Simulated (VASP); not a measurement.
# K (Fd-3m) in VASP: notebook

Runs on K. Level: RPBE. Tasks: single point.

Everything below comes from runs of VASP 6.6.1. Logs are shortened: lines on timing, memory, paths and dates and some standing lists are left out, and cuts for length are marked.

## 1. The cell of the first run

It takes space group Fd-3m (No. 227, cubic). The conventional cell has a = 10.099 Å, b = 10.099 Å, c = 10.099 Å, α = 90.00°, β = 90.00°, γ = 90.00°. Within 5.7 Å of K (site symmetry -43m) lie 4 K at 4.37 Å.

## 2. Single point, RPBE (volume scaled by 1.04)

INCAR

```
ALGO     = Normal         # electronic algorithm
EDIFF    = 1E-7           # SCF threshold, eV
ENCUT    = 520            # plane-wave cutoff, eV
GGA      = RP             # functional
ISIF     = 2              # what is computed and relaxed
ISMEAR   = -1             # smearing method
LASPH    = True           # aspherical terms in the spheres
LCHARG   = True           # write CHGCAR
LELF     = True           # ELF
LREAL    = False          # projectors in reciprocal space
LVHAR    = True         
LWAVE    = False          # write WAVECAR
NBANDS   = 16             # bands
NELM     = 60             # most SCF steps
PREC     = Accurate       # precision mode
SIGMA    = 0.1            # smearing width, eV
```

KPOINTS

```
k-points
0
Gamma
  6 6 6
```

POSCAR

```
K
1.0
    0.0000000000      5.0495622424      5.0495622424
    5.0495622424      0.0000000000      5.0495622424
    5.0495622424      5.0495622424      0.0000000000
K
2
Direct
    0.1250000000      0.1250000000      0.1250000000
    0.8750000000      0.8750000000      0.8750000000
```

Potentials or basis: VASP PAW PBE potentials, release 64 (K_sv).

Started as:

```sh
$ cat potpaw_PBE.64/K_sv/POTCAR > POTCAR
$ mpirun -np 1 vasp_std > vasp.out
```

OUTCAR:

```text
EDIFF = 1E-7
   ENCUT = 520
   GGA = RP
   ISIF = 2
   ISMEAR = -1
   LASPH = True
   LREAL = False
   NELM = 60
   PREC = Accurate

 ion  position               nearest neighbor table
   1  0.125  0.125  0.125-
   2  0.875  0.875  0.875-

  LATTYP: Found a face centered cubic cell.
 ALAT       =    10.0991244848

  Lattice vectors:

 A1 = (   0.0000000000,   5.0495622424,   5.0495622424)
 A2 = (   5.0495622424,   0.0000000000,   5.0495622424)
 A3 = (   5.0495622424,   5.0495622424,   0.0000000000)

Analysis of symmetry for initial positions (statically):
=====================================================================
 Subroutine PRICEL returns:
 Original cell was already a primitive cell.

 Routine SETGRP: Setting up the symmetry group for a
 face centered cubic supercell.

 Subroutine GETGRP returns: Found 48 space group operations
 (whereof 12 operations were pure point group operations)
 out of a pool of 48 trial point group operations.

The static configuration has the point symmetry D_3d.
 The point group associated with its full space group is O_h .

Analysis of symmetry for dynamics (positions and initial velocities):
=====================================================================
 Subroutine PRICEL returns:
 Original cell was already a primitive cell.

 Routine SETGRP: Setting up the symmetry group for a
 face centered cubic supercell.

 Subroutine GETGRP returns: Found 48 space group operations
 (whereof 12 operations were pure point group operations)
 out of a pool of 48 trial point group operations.

The dynamic configuration has the point symmetry D_3d.
 The point group associated with its full space group is O_h .

 Subroutine INISYM returns: Found 48 space group operations
 (whereof 12 operations are pure point group operations),
 and found     1 'primitive' translations

----------------------------------------------------------------------------------------

                                     Primitive cell

  volume of cell :     257.5083

  direct lattice vectors                    reciprocal lattice vectors
     0.000000000  5.049562242  5.049562242    -0.099018484  0.099018484  0.099018484
     5.049562242  0.000000000  5.049562242     0.099018484 -0.099018484  0.099018484
     5.049562242  5.049562242  0.000000000     0.099018484  0.099018484 -0.099018484

  length of vectors
     7.141159407  7.141159407  7.141159407     0.171505046  0.171505046  0.171505046

  position of ions in fractional coordinates (direct lattice)
     0.125000000  0.125000000  0.125000000
     0.875000000  0.875000000  0.875000000

  ion indices of the primitive-cell ions
   primitive index   ion index
                 1           1
                 2           2

----------------------------------------------------------------------------------------

 KPOINTS: k-points

Automatic generation of k-mesh.
 Grid dimensions read from file:
 generate k-points for:    6    6    6

 Generating k-lattice:

  Cartesian coordinates                     Fractional coordinates (reciprocal lattice)
    -0.016503081  0.016503081  0.016503081     0.166666667  0.000000000  0.000000000
     0.016503081 -0.016503081  0.016503081     0.000000000  0.166666667  0.000000000
     0.016503081  0.016503081 -0.016503081     0.000000000  0.000000000  0.166666667

  Length of vectors
     0.028584174  0.028584174  0.028584174

  Shift w.r.t. Gamma in fractional coordinates (k-lattice)
     0.000000000  0.000000000  0.000000000

 Subroutine IBZKPT returns following result:
 ===========================================

 Found     16 irreducible k-points:

 Following reciprocal coordinates:
            Coordinates               Weight
  0.000000  0.000000  0.000000      1.000000
  0.166667  0.000000  0.000000      8.000000
  0.333333  0.000000  0.000000      8.000000
  0.500000  0.000000  0.000000      4.000000
  0.166667  0.166667  0.000000      6.000000
  0.333333  0.166667  0.000000     24.000000
[... 8 lines left out ...]
 -0.333333  0.333333  0.166667     24.000000
 -0.333333  0.500000  0.166667     12.000000
   k-points           NKPTS =     16   k-points in BZ     NKDIM =     16   number of bands    NBANDS=     16
   number of dos      NEDOS =    301   number of ions     NIONS =      2
   total plane-waves  NPLWV = 157464
   dimension x,y,z NGX =    54 NGY =   54 NGZ =   54
   dimension x,y,z NGXF=   108 NGYF=  108 NGZF=  108
   ions per type =               2
   NGX,Y,Z   is equivalent  to a cutoff of  12.57, 12.57, 12.57 a.u.
   NGXF,Y,Z  is equivalent  to a cutoff of  25.14, 25.14, 25.14 a.u.
 SYSTEM =  unknown system
   PREC   = accura    normal or accurate (medium, high low for compatibility)
   ISTART =      0    job   : 0-new  1-cont  2-samecut
   ICHARG =      2    charge: 1-file 2-atom 10-const
   ISPIN  =      1    spin polarized calculation?
   LNONCOLLINEAR =      F non collinear calculations
   LSORBIT =      F    spin-orbit coupling
   LASPH  =      T    aspherical Exc in radial PAW
   ENCUT  =  520.0 eV  38.22 Ry    6.18 a.u.  13.28 13.28 13.28*2*pi/ulx,y,z
   NELM   =     60;   NELMIN=  2; NELMDL= -5     # of ELM steps
   EDIFF  = 0.1E-06   stopping-criterion for ELM
   LREAL  =      F    real-space projection
   EDIFFG = 0.1E-05   stopping-criterion for IOM
   NSW    =      0    number of steps for IOM
   IBRION =     -1    ionic relax: 0-MD 1-quasi-New 2-CG
   NFREE  =      0    steps in history (QN), initial steepest desc. (CG)
   ISIF   =      2    stress and relaxation
   ISYM   =      2    0-nonsym 1-usesym 2-fastsym
   POTIM  = 0.5000    time-step for ionic-motion
   TEBEG  =    0.0;   TEEND  =   0.0 temperature during run
   PSTRESS=    0.0 pullay stress
   NELECT =      18.0000    total number of electrons
   NUPDOWN=      -1.0000    fix difference up-down
   EMIN   =  10.00;   EMAX   =-10.00  energy-range for DOS
   EFERMI =   0.00;   METHOD = LEGACY
   ISMEAR =    -1;   SIGMA  =   0.10  broadening in eV -4-tet -1-fermi 0-gaus
   EFERMI_NEDOS =   21; number of points for ismear=-14 and -15
   IALGO  =     38    algorithm
   IMIX   =      4    mixing-type and parameters
     AMIX     =   0.40;   BMIX     =  1.00
     AMIX_MAG =   1.60;   BMIX_MAG =  1.00
  volume/ion in A,a.u.               =     128.75       868.88
  Fermi-wavevector in a.u.,A,eV,Ry     =   0.674376  1.274385  6.187693  0.454783
  Thomas-Fermi vector in A             =   1.751075
   LORBIT       =      0    0 simple, 1 ext, 2 COOP (PROOUT), +10 PAW based schemes
   GGA     = RP    functional components
   LHFCALC =     F    Hartree Fock is set to
   AEXX    =    0.0000 exact exchange contribution
   IVDW    =     0    specifies the selected vdW correction
   LEPSILON=     F    determine dielectric tensor
   LRPA    =     F    only Hartree local field effects (RPA)
 non-spin polarized calculation
  energy-cutoff  :      520.00
  volume of cell :      257.51
 maximum number of plane-waves:      6967
 NGX is ok and might be reduce to    54
   NGX = 27   NGY = 27   NGZ = 27

 number of electron      17.9999999 magnetization

 Free energy of the ion-electron system (eV)
  ---------------------------------------------------
  ext. energy  EPLUGINS =         0.00000000
  ---------------------------------------------------
  free energy    TOTEN  =        -1.32990231 eV

  energy without entropy =       -1.27199382  energy(sigma->0) =       -1.30094806

 E-fermi :  -0.9074     XC(G=0):  -4.2731

 val. band max:       -0.9692644041   @ k =   0.5000   0.0000   0.0000
 cond. band min:      -0.8943267453   @ k =   0.5000   0.5000   0.0000
 fundamental gap:      0.0749376588
 Fermi energy:        -0.9074418338

 k-point     1 :       0.0000    0.0000    0.0000
  band No.  band energies     occupation
      1     -33.6668      2.00000
      2     -33.6604      2.00000
      3     -17.1146      2.00000
      4     -17.1146      2.00000
      5     -17.1146      2.00000
      6     -17.0788      2.00000
[... 8 lines left out ...]
     15       1.6084      0.00000
     16       1.8065      0.00000

 k-point     2 :       0.1667    0.0000    0.0000
  band No.  band energies     occupation
      1     -33.6665      2.00000
      2     -33.6607      2.00000
      3     -17.1155      2.00000
      4     -17.1155      2.00000
      5     -17.1142      2.00000
      6     -17.0794      2.00000
[... 8 lines left out ...]
     15       1.6729      0.00000
     16       1.8337      0.00000

 k-point     3 :       0.3333    0.0000    0.0000
  band No.  band energies     occupation
      1     -33.6657      2.00000
      2     -33.6615      2.00000
      3     -17.1172      2.00000
      4     -17.1172      2.00000
      5     -17.1132      2.00000
      6     -17.0807      2.00000
[... 8 lines left out ...]
     15       1.4504      0.00000
     16       2.2013      0.00000

 k-point     4 :       0.5000    0.0000    0.0000
  band No.  band energies     occupation
      1     -33.6652      2.00000
      2     -33.6620      2.00000
      3     -17.1180      2.00000
      4     -17.1180      2.00000
      5     -17.1127      2.00000
      6     -17.0813      2.00000
[... 8 lines left out ...]
     15       1.4107      0.00000
     16       2.3562      0.00000

 k-point     5 :       0.1667    0.1667    0.0000
  band No.  band energies     occupation
      1     -33.6664      2.00000
      2     -33.6608      2.00000
      3     -17.1165      2.00000
      4     -17.1165      2.00000
      5     -17.1123      2.00000
      6     -17.0813      2.00000
[... 8 lines left out ...]
     15       1.9390      0.00000
     16       2.0165      0.00000

 k-point     6 :       0.3333    0.1667    0.0000
  band No.  band energies     occupation
      1     -33.6657      2.00000
      2     -33.6615      2.00000
      3     -17.1185      2.00000
      4     -17.1182      2.00000
      5     -17.1100      2.00000
      6     -17.0837      2.00000
[... 8 lines left out ...]
     15       1.8881      0.00000
     16       2.1265      0.00000

 k-point     7 :       0.5000    0.1667    0.0000
  band No.  band energies     occupation
      1     -33.6650      2.00000
      2     -33.6622      2.00000
      3     -17.1202      2.00000
      4     -17.1189      2.00000
      5     -17.1084      2.00000
      6     -17.0854      2.00000
[... 8 lines left out ...]
     15       1.9007      0.00000
     16       2.3384      0.00000

 k-point     8 :      -0.3333    0.1667    0.0000
  band No.  band energies     occupation
      1     -33.6652      2.00000
      2     -33.6620      2.00000
      3     -17.1202      2.00000
      4     -17.1180      2.00000
      5     -17.1093      2.00000
      6     -17.0845      2.00000
[... 8 lines left out ...]
     15       1.9130      0.00000
     16       2.1676      0.00000

 k-point     9 :      -0.1667    0.1667    0.0000
  band No.  band energies     occupation
      1     -33.6660      2.00000
      2     -33.6612      2.00000
      3     -17.1182      2.00000
      4     -17.1163      2.00000
      5     -17.1121      2.00000
      6     -17.0816      2.00000
[... 8 lines left out ...]
     15       1.8043      0.00000
     16       1.8276      0.00000

 k-point    10 :       0.3333    0.3333    0.0000
  band No.  band energies     occupation
      1     -33.6652      2.00000
      2     -33.6620      2.00000
      3     -17.1199      2.00000
      4     -17.1199      2.00000
      5     -17.1059      2.00000
      6     -17.0880      2.00000
[... 8 lines left out ...]
     15       2.3260      0.00000
     16       2.4011      0.00000

 k-point    11 :       0.5000    0.3333    0.0000
  band No.  band energies     occupation
      1     -33.6644      2.00000
      2     -33.6628      2.00000
      3     -17.1214      2.00000
      4     -17.1206      2.00000
      5     -17.1021      2.00000
      6     -17.0918      2.00000
[... 8 lines left out ...]
     15       2.2221      0.00000
     16       2.4839      0.00000

 k-point    12 :      -0.3333    0.3333    0.0000
  band No.  band energies     occupation
      1     -33.6644      2.00000
      2     -33.6628      2.00000
      3     -17.1219      2.00000
      4     -17.1197      2.00000
      5     -17.1035      2.00000
      6     -17.0904      2.00000
[... 8 lines left out ...]
     15       1.9810      0.00000
     16       2.3619      0.00000

 k-point    13 :       0.5000    0.5000    0.0000
  band No.  band energies     occupation
      1     -33.6636      2.00000
      2     -33.6636      2.00000
      3     -17.1214      2.00000
      4     -17.1214      2.00000
      5     -17.0970      2.00000
      6     -17.0970      2.00000
[... 8 lines left out ...]
     15       2.5329      0.00000
     16       2.5329      0.00000

 k-point    14 :       0.5000    0.3333    0.1667
  band No.  band energies     occupation
      1     -33.6650      2.00000
      2     -33.6622      2.00000
      3     -17.1208      2.00000
      4     -17.1193      2.00000
      5     -17.1061      2.00000
      6     -17.0878      2.00000
[... 8 lines left out ...]
     15       1.7822      0.00000
     16       2.3042      0.00000

 k-point    15 :      -0.3333    0.3333    0.1667
  band No.  band energies     occupation
      1     -33.6644      2.00000
      2     -33.6628      2.00000
      3     -17.1216      2.00000
      4     -17.1201      2.00000
      5     -17.1033      2.00000
      6     -17.0905      2.00000
[... 8 lines left out ...]
     15       1.9570      0.00000
     16       2.2371      0.00000

 k-point    16 :      -0.3333    0.5000    0.1667
  band No.  band energies     occupation
      1     -33.6636      2.00000
      2     -33.6636      2.00000
      3     -17.1215      2.00000
      4     -17.1215      2.00000
      5     -17.0970      2.00000
      6     -17.0970      2.00000
[... 8 lines left out ...]
     15       2.1990      0.00000
     16       2.1990      0.00000

------------------------ aborting loop because EDIFF is reached ----------------------------------------

  FORCE on cell =-STRESS in cart. coord.  units (eV):
  Direction    XX          YY          ZZ          XY          YZ          ZX
  --------------------------------------------------------------------------------------
  -------------------------------------------------------------------------------------
  Total       -0.0601023     -0.0601023     -0.0601023     -0.0000000      0.0000000      0.0000000
  in kB       -0.3739472     -0.3739472     -0.3739472     -0.0000000      0.0000000      0.0000000
  external PRESSURE =      -0.3739472 kB  Pullay stress =       0.0000000 kB

 VOLUME and BASIS-vectors are now :
 -----------------------------------------------------------------------------
  energy-cutoff  :      520.00
  volume of cell :      257.51
      direct lattice vectors                 reciprocal lattice vectors
     0.000000000  5.049562242  5.049562242    -0.099018484  0.099018484  0.099018484
     5.049562242  0.000000000  5.049562242     0.099018484 -0.099018484  0.099018484
     5.049562242  5.049562242  0.000000000     0.099018484  0.099018484 -0.099018484

 POSITION                                       TOTAL-FORCE (eV/Angst)
 -----------------------------------------------------------------------------------
      1.26239      1.26239      1.26239         0.000000      0.000000      0.000000
      8.83673      8.83673      8.83673        -0.000000     -0.000000     -0.000000
 -----------------------------------------------------------------------------------
    total drift:                               -0.000000      0.000000     -0.000000

  FREE ENERGIE OF THE ION-ELECTRON SYSTEM (eV)
  ---------------------------------------------------
  free  energy   TOTEN  =        -1.3299023058 eV

  energy  without entropy=       -1.2719938223  energy(sigma->0) =       -1.30094806
```

Run time: 50 s. Hardware: 1 thread of Intel Xeon Platinum 8559C (Emerald Rapids), shared host; peak memory 0.4 GiB.

Results:

| Property | Result |
| --- | --- |
| Free energy | -1.3299 eV |
| Pressure | 0.0 GPa |
| Band gap on the k mesh | zero (band 9 reaches -0.79 eV, above the bottom of band 10 at -0.97 eV) |

Caveat: the PAW data sets were made with another functional, which shifts forces and pressure a little.

[end of part 1 of 2]
